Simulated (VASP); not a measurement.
Set up this calculation in VASP 6.6.1, as the native input.

```
Task                   : single point
Functional             : r2SCAN
Potentials or basis    : VASP PAW PBE potentials, release 64 (Rh_pv)
Cutoff                 : 520 eV
k mesh                 : 24 × 24 × 14
Occupations            : gaussian, width 0.15 eV
Spin                   : no spin polarisation
Dipole correction      : no
Further INCAR settings : ALGO = Normal; EDIFF = 1e-06; NBANDS = 22
```

The system is Rh.

```
Rh
1.0
     2.59550    0.00000    0.00000
    -1.29775    2.24777    0.00000
     0.00000    0.00000    4.52256
Rh
2
Direct
  0.66667 0.33333 0.75000
  0.33333 0.66667 0.25000
```

This cell differs from its parent crystal: strain -0.040 along x and y, +0.040 along z.

These files were run (other wordings do the same):

POSCAR

```
Rh
1.0
    2.5954974576      0.0000000000      0.0000000000
   -1.2977487288      2.2477667337      0.0000000000
    0.0000000000      0.0000000000      4.5225619073
Rh
2
Direct
    0.6666666667      0.3333333333      0.7500000000
    0.3333333333      0.6666666667      0.2500000000
```

INCAR.step1

```
SYSTEM = Rh
PREC = Accurate
ENCUT = 520
ISMEAR = 0
SIGMA = 0.15
LREAL = .False.
LASPH = .True.
NELM = 60
NBANDS = 22
GGA = PE
ALGO = Normal
EDIFF = 1E-4
LWAVE = .True.
LCHARG = .False.
```

INCAR.step2

```
SYSTEM = Rh
PREC = Accurate
ENCUT = 520
EDIFF = 1E-6
ISMEAR = 0
SIGMA = 0.15
LREAL = .False.
LASPH = .True.
NELM = 60
ALGO = Normal
ISIF = 2
LWAVE = .False.
LCHARG = .False.
METAGGA = R2SCAN
LMIXTAU = .True.
NBANDS = 22
ISTART = 1
```

KPOINTS

```
Automatic mesh
0
Gamma
  24 24 14
  0 0 0
```

Potentials or basis: VASP PAW PBE potentials, release 64 (Rh_pv).

Command:

```sh
$ cat potpaw_PBE.64/Rh_pv/POTCAR > POTCAR
$ cp INCAR.step1 INCAR
$ mpirun -np 1 vasp_std > vasp.out
$ cp INCAR.step2 INCAR
$ mpirun -np 1 vasp_std > vasp.out
```

It gave:

| Quantity | Value |
| --- | --- |
| Pressure | 16.5 GPa |
| Band gap on the k mesh | zero (bands 15 and 16 overlap by 2.97 eV) |

Caveat: the cell differs from its parent crystal (strain -0.040 along x and y, +0.040 along z); the stress differs along the axes, from -0 to 25 GPa; the PAW data sets were made with another functional, which shifts forces and pressure a little.

It took 25 min on 1 thread of Oxide Virtual Turin-like Processor, with other jobs on the host, peak memory 0.29 GiB.
